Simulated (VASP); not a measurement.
# InP in VASP: further runs, part 2 of 2

VASP 6.6.1. Earlier steps stand in the parts before.

### Step 3. Single point, r2SCAN (strain -0.030 along x and y, -0.015 along z)

File POSCAR:

```
InP
1.0
    0.0000000000      2.8425850000      2.8865425000
    2.8425850000      0.0000000000      2.8865425000
    2.8425850000      2.8425850000      0.0000000000
In P
1 1
Direct
    0.0000000000      0.0000000000      0.0000000000
    0.7500000000      0.7500000000      0.7500000000
```

File INCAR.step1:

```
ALGO = Normal
EDIFF = 1E-4
ENCUT = 520
GGA = PE
ISMEAR = 0
LASPH = T
LCHARG = F
LREAL = F
LWAVE = T
NBANDS = 16
NELM = 60
PREC = Accurate
SIGMA = 0.05
```

File INCAR.step2:

```
ALGO = Normal
EDIFF = 1E-6
ENCUT = 520
ISIF = 2
ISMEAR = 0
ISTART = 1
LASPH = T
LCHARG = T
LELF = T
LMIXTAU = T
LREAL = F
LVHAR = T
LWAVE = F
METAGGA = R2SCAN
NBANDS = 16
NELM = 60
PREC = Accurate
SIGMA = 0.05
```

File KPOINTS:

```
k-points
0
Gamma
  8 8 8
```

Potentials or basis: VASP PAW PBE potentials, release 64 (In_d, P).

The run is started by

```
> cat potpaw_PBE.64/In_d/POTCAR potpaw_PBE.64/P/POTCAR > POTCAR
> cp INCAR.step1 INCAR
> mpirun -np 1 vasp_std > vasp.out
> cp INCAR.step2 INCAR
> mpirun -np 1 vasp_std > vasp.out
```

Run time: 4.1 min. Hardware: 1 thread of Intel Xeon 8259CL, shared host; peak memory 0.2 GiB.

The run converged. Its results:

```yaml
Free_energy: -32.1804 eV
Pressure: 8.3 GPa
Band_gap_on_the_k_mesh: 1.58 eV
```

Stress tensor (GPa, compression positive):
```
8.56 0.00 0.00
0.00 8.56 0.00
0.00 0.00 7.92
```

Levels at points of the mesh, in eV from the valence-band top:
| k point | band 6 | band 7 | band 8 | band 9 | band 10 | band 11 | band 12 | band 13 |
| --- | --- | --- | --- | --- | --- | --- | --- | --- |
| (0.00, 0.00, 0.00) | -12.60 | -0.08 | 0.00 | 0.00 | 1.58 | 4.39 | 4.39 | 4.42 |
| (0.50, 0.00, 0.00) | -10.51 | -6.36 | -1.22 | -1.10 | 2.03 | 5.07 | 5.19 | 7.67 |
| (0.50, 0.50, 0.00) | -9.79 | -6.34 | -2.65 | -2.65 | 1.91 | 2.61 | 10.29 | 10.83 |
| (0.50, 0.00, 0.50) | -9.72 | -6.23 | -2.76 | -2.74 | 1.81 | 2.45 | 10.46 | 10.77 |

Caveat: the cell differs from its parent crystal (strain -0.030 along x and y, -0.015 along z); the cell stands under pressure; the PAW data sets were made with another functional, which shifts forces and pressure a little; spin-orbit coupling is left out, which moves the levels of the heavy elements. A k mesh can miss the band edges.

### Step 4. Single point, r2SCAN (strain -0.030 along x and y, +0.000 along z)

File POSCAR:

```
InP
1.0
    0.0000000000      2.8425850000      2.9305000000
    2.8425850000      0.0000000000      2.9305000000
    2.8425850000      2.8425850000      0.0000000000
In P
1 1
Direct
    0.0000000000      0.0000000000      0.0000000000
    0.7500000000      0.7500000000      0.7500000000
```

File INCAR.step1:

```
SYSTEM = InP
ALGO = Normal
EDIFF = 1E-4
ENCUT = 520
GGA = PE
ISMEAR = 0
LASPH = .True.
LCHARG = .False.
LREAL = .False.
LWAVE = .True.
NBANDS = 16
NELM = 100
PREC = Accurate
SIGMA = 0.05
```

File INCAR.step2:

```
SYSTEM = InP
ALGO = Normal
EDIFF = 1E-7
ENCUT = 520
ISIF = 2
ISMEAR = 0
ISTART = 1
LASPH = .True.
LCHARG = .False.
LMIXTAU = .True.
LREAL = .False.
LWAVE = .False.
METAGGA = R2SCAN
NBANDS = 16
NELM = 100
PREC = Accurate
SIGMA = 0.05
```

File KPOINTS:

```
k-points
0
Gamma
  8 8 8
  0 0 0
```

The run is started by

```
> cat potpaw_PBE.64/In_d/POTCAR potpaw_PBE.64/P/POTCAR > POTCAR
> cp INCAR.step1 INCAR
> mpirun -np 1 vasp_std > vasp.out
> cp INCAR.step2 INCAR
> mpirun -np 1 vasp_std > vasp.out
```

Wall time 4.1 min (1 thread of Intel Xeon 8259CL, shared host); peak memory 0.2 GiB.

It converged, with:

* Free energy: -32.2113 eV
* Pressure: 6.8 GPa
* Band gap on the k mesh: 1.46 eV

Stress tensor (GPa, compression positive):
```
7.24 0.00 0.00
0.00 7.24 0.00
0.00 0.00 5.89
```

Levels at points of the mesh, in eV from the valence-band top:
| k point | band 5 | band 6 | band 7 | band 8 | band 9 | band 10 | band 11 | band 12 | band 13 | band 14 |
| --- | --- | --- | --- | --- | --- | --- | --- | --- | --- | --- |
| (0.00, 0.00, 0.00) | -14.63 | -12.50 | -0.17 | 0.00 | 0.00 | 1.46 | 4.37 | 4.37 | 4.41 | 9.36 |
| (0.50, 0.00, 0.00) | -14.61 | -10.47 | -6.29 | -1.27 | -1.05 | 1.95 | 5.01 | 5.22 | 7.63 | 10.36 |
| (0.50, 0.50, 0.00) | -14.59 | -9.81 | -6.36 | -2.56 | -2.56 | 1.98 | 2.68 | 10.04 | 10.71 | 10.71 |
| (0.50, 0.00, 0.50) | -14.58 | -9.68 | -6.15 | -2.76 | -2.74 | 1.78 | 2.38 | 10.37 | 10.55 | 10.66 |

Caveat: the cell differs from its parent crystal (strain -0.030 along x and y, +0.000 along z); the cell stands under pressure; the PAW data sets were made with another functional, which shifts forces and pressure a little; spin-orbit coupling is left out, which moves the levels of the heavy elements.

### Step 5. Single point, r2SCAN (strain -0.015 along x and y, -0.030 along z)

File POSCAR:

```
InP
1.0
    0.0000000000      2.8865425000      2.8425850000
    2.8865425000      0.0000000000      2.8425850000
    2.8865425000      2.8865425000      0.0000000000
In P
1 1
Direct
    0.0000000000      0.0000000000      0.0000000000
    0.7500000000      0.7500000000      0.7500000000
```

File INCAR.step1:

```
PREC = Accurate
ENCUT = 520
ISMEAR = 0
SIGMA = 0.05
LREAL = F
LASPH = T
NELM = 80
NBANDS = 16
GGA = PE
ALGO = Normal
EDIFF = 1E-4
LWAVE = T
LCHARG = F
```

File INCAR.step2:

```
PREC = Accurate
ENCUT = 520
EDIFF = 1E-7
ISMEAR = 0
SIGMA = 0.05
LREAL = F
LASPH = T
NELM = 80
ALGO = Normal
ISIF = 2
LWAVE = F
LCHARG = F
METAGGA = R2SCAN
LMIXTAU = T
NBANDS = 16
ISTART = 1
```

File KPOINTS:

```
Automatic mesh
0
Gamma
  8 8 8
```

The run is started by

```
> cat potpaw_PBE.64/In_d/POTCAR potpaw_PBE.64/P/POTCAR > POTCAR
> cp INCAR.step1 INCAR
> mpirun -np 1 vasp_std > vasp.out
> cp INCAR.step2 INCAR
> mpirun -np 1 vasp_std > vasp.out
```

Run time: 4.8 min. Hardware: 1 thread of Intel Xeon 8259CL, shared host; peak memory 0.2 GiB.

Results (log left out):

```yaml
Free_energy: -32.2148 eV
Pressure: 6.8 GPa
Band_gap_on_the_k_mesh: 1.47 eV
```

Stress tensor (GPa, compression positive):
```
6.59 0.00 0.00
0.00 6.59 0.00
0.00 0.00 7.20
```

Levels at points of the mesh, in eV from the valence-band top:
```tsv
k point	band 5	band 6	band 7	band 8	band 9	band 10	band 11	band 12	band 13	band 14
(0.00, 0.00, 0.00)	-14.63	-12.50	-0.08	-0.08	0.00	1.47	4.37	4.39	4.39	9.40
(0.50, 0.00, 0.00)	-14.61	-10.47	-6.29	-1.21	-1.10	1.97	5.05	5.17	7.62	10.38
(0.50, 0.50, 0.00)	-14.58	-9.68	-6.15	-2.75	-2.75	1.79	2.39	10.38	10.67	10.67
(0.50, 0.00, 0.50)	-14.58	-9.74	-6.25	-2.66	-2.65	1.88	2.54	10.21	10.65	10.71
```

Caveat: the cell differs from its parent crystal (strain -0.015 along x and y, -0.030 along z); the cell stands under pressure; the PAW data sets were made with another functional, which shifts forces and pressure a little; spin-orbit coupling is left out, which moves the levels of the heavy elements. A k mesh can miss the band edges.

### Step 6. Single point, r2SCAN (strain -0.030 along x and y, +0.015 along z)

File POSCAR:

```
InP
1.0
    0.0000000000      2.8425850000      2.9744575000
    2.8425850000      0.0000000000      2.9744575000
    2.8425850000      2.8425850000      0.0000000000
In P
1 1
Direct
    0.0000000000      0.0000000000      0.0000000000
    0.7500000000      0.7500000000      0.7500000000
```

File INCAR.step1:

```
  ALGO = Normal
  EDIFF = 1E-4
  ENCUT = 520
  GGA = PE
  ISMEAR = 0
  LASPH = True
  LCHARG = False
  LREAL = False
  LWAVE = True
  NBANDS = 16
  NELM = 100
  PREC = Accurate
  SIGMA = 0.05
```

File INCAR.step2:

```
  ALGO = Normal
  EDIFF = 1E-7
  ENCUT = 520
  ISIF = 2
  ISMEAR = 0
  ISTART = 1
  LASPH = True
  LCHARG = True
  LELF = True
  LMIXTAU = True
  LREAL = False
  LVHAR = True
  LWAVE = False
  METAGGA = R2SCAN
  NBANDS = 16
  NELM = 100
  PREC = Accurate
  SIGMA = 0.05
```

File KPOINTS:

```
k-points
0
Gamma
  8 8 8
```

Potentials or basis: VASP PAW PBE potentials, release 64 (In_d, P).

The run is started by

```
> cat potpaw_PBE.64/In_d/POTCAR potpaw_PBE.64/P/POTCAR > POTCAR
> cp INCAR.step1 INCAR
> mpirun -np 1 vasp_std > vasp.out
> cp INCAR.step2 INCAR
> mpirun -np 1 vasp_std > vasp.out
```

Wall time 3.6 min (1 thread of Intel Xeon 8259CL, shared host); peak memory 0.2 GiB.

It converged, with:

| Quantity | Value |
| --- | --- |
| Free energy | -32.2333 eV |
| Pressure | 5.3 GPa |
| Band gap on the k mesh | 1.34 eV |

Stress tensor (GPa, compression positive):
```
6.05 0.00 0.00
0.00 6.05 0.00
0.00 0.00 3.93
```

Levels at points of the mesh, in eV from the valence-band top:
```tsv
k point	band 5	band 6	band 7	band 8	band 9	band 10	band 11	band 12	band 13	band 14
(0.00, 0.00, 0.00)	-14.63	-12.41	-0.25	0.00	0.00	1.34	4.34	4.34	4.42	9.20
(0.50, 0.00, 0.00)	-14.61	-10.44	-6.22	-1.33	-0.99	1.86	4.96	5.25	7.58	10.22
(0.50, 0.50, 0.00)	-14.60	-9.84	-6.38	-2.47	-2.47	2.05	2.76	9.79	10.59	10.59
(0.50, 0.00, 0.50)	-14.58	-9.65	-6.07	-2.76	-2.73	1.76	2.32	10.26	10.31	10.48
```

Caveat: the cell differs from its parent crystal (strain -0.030 along x and y, +0.015 along z); the cell stands under pressure; the PAW data sets were made with another functional, which shifts forces and pressure a little; spin-orbit coupling is left out, which moves the levels of the heavy elements. A k mesh can miss the band edges.

### Step 7. Overview

| cell | gap on the mesh (eV) | pressure (GPa) |
| --- | --- | --- |
| a = 4.269 Å, angles 60.0°, 2 atoms | 0.65 | -3.9 |
| a = 4.051, b = 4.051, c = 4.020 Å, angles 60.3, 60.3, 59.5°, 2 atoms | 1.58 | 8.3 |
| a = 4.083, b = 4.083, c = 4.020 Å, angles 60.5, 60.5, 59.0°, 2 atoms | 1.46 | 6.8 |
| a = 4.051, b = 4.051, c = 4.082 Å, angles 59.7, 59.7, 60.5°, 2 atoms | 1.47 | 6.8 |
| a = 4.114, b = 4.114, c = 4.020 Å, angles 60.8, 60.8, 58.5°, 2 atoms | 1.34 | 5.3 |

Alike in all rows: task single point; level r2SCAN; potentials or basis VASP PAW PBE potentials, release 64 (In_d, P); no spin polarisation; k mesh 8 × 8 × 8; cutoff (eV) 520; smearing gaussian 0.05 eV.

Caveats: the PAW data sets were made with another functional, which shifts forces and pressure a little; spin-orbit coupling is left out, which moves the levels of the heavy elements; the cell stands under pressure (at least some runs); the cell stands under tension (at least some runs).

Absolute energies hang on the potentials; compare differences alone.
